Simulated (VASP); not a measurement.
Write the native input for VASP 6.6.1 that does the following.

| Item | Value |
| --- | --- |
| Task | single point |
| Functional | r2SCAN |
| Potentials or basis | VASP PAW PBE potentials, release 64 (Si, C) |
| Cutoff | 520 eV |
| k mesh | 12 × 12 × 4 |
| Occupations | gaussian, width 0.05 eV |
| Spin | no spin polarisation |
| Dipole correction | no |
| Further INCAR settings | ALGO = Normal; EDIFF = 1e-06; NBANDS = 26 |

SiC:

```
Si C
1.0
     3.07756    0.00000    0.00000
    -1.53878    2.66524    0.00000
     0.00000    0.00000   10.07677
Si C
4 4
Direct
  0.66667 0.33333 0.93784
  0.33333 0.66667 0.43784
  0.00000 0.00000 0.68789
  0.00000 0.00000 0.18789
  0.66667 0.33333 0.74980
  0.33333 0.66667 0.24980
  0.00000 0.00000 0.50046
  0.00000 0.00000 0.00046
```

These files were run (other wordings do the same):

POSCAR

```
SiC
1.0
    3.0775593375      0.0000000000      0.0000000000
   -1.5387796687      2.6652445680      0.0000000000
    0.0000000000      0.0000000000     10.0767691483
Si C
4 4
Direct
    0.6666666667      0.3333333333      0.9378376196
    0.3333333333      0.6666666667      0.4378376196
    0.0000000000      0.0000000000      0.6878931818
    0.0000000000      0.0000000000      0.1878931818
    0.6666666667      0.3333333333      0.7498040040
    0.3333333333      0.6666666667      0.2498040040
    0.0000000000      0.0000000000      0.5004641946
    0.0000000000      0.0000000000      0.0004641946
```

INCAR.step1

```
PREC = Accurate ; ENCUT = 520
ISMEAR = 0 ; SIGMA = 0.05
LREAL = F ; LASPH = T
NELM = 100 ; NBANDS = 26
GGA = PE ; ALGO = Normal
EDIFF = 1E-4 ; LWAVE = T
LCHARG = F
```

INCAR.step2

```
PREC = Accurate ; ENCUT = 520
EDIFF = 1E-6 ; ISMEAR = 0
SIGMA = 0.05 ; LREAL = F
LASPH = T ; NELM = 100
ALGO = Normal ; ISIF = 2
LWAVE = F ; LCHARG = F
METAGGA = R2SCAN ; LMIXTAU = T
NBANDS = 26 ; ISTART = 1
```

KPOINTS

```
Automatic mesh
0
Gamma
  12 12 4
```

Potentials or basis: VASP PAW PBE potentials, release 64 (Si, C).

Run with:

```bash
$ cat potpaw_PBE.64/Si/POTCAR potpaw_PBE.64/C/POTCAR > POTCAR
$ cp INCAR.step1 INCAR
$ mpirun -np 1 vasp_std > vasp.out
$ cp INCAR.step2 INCAR
$ mpirun -np 1 vasp_std > vasp.out
```

It gave:

```yaml
Pressure: -0.2 GPa
Band_gap_on_the_k_mesh: 2.61 eV (least direct gap 3.79 eV)
```

Caveat: the PAW data sets were made with another functional, which shifts forces and pressure a little.

It took 6.3 min on 1 thread of Intel(R) Xeon(R) Platinum 8488C (Sapphire Rapids) (shared host), peak memory 0.26 GiB.
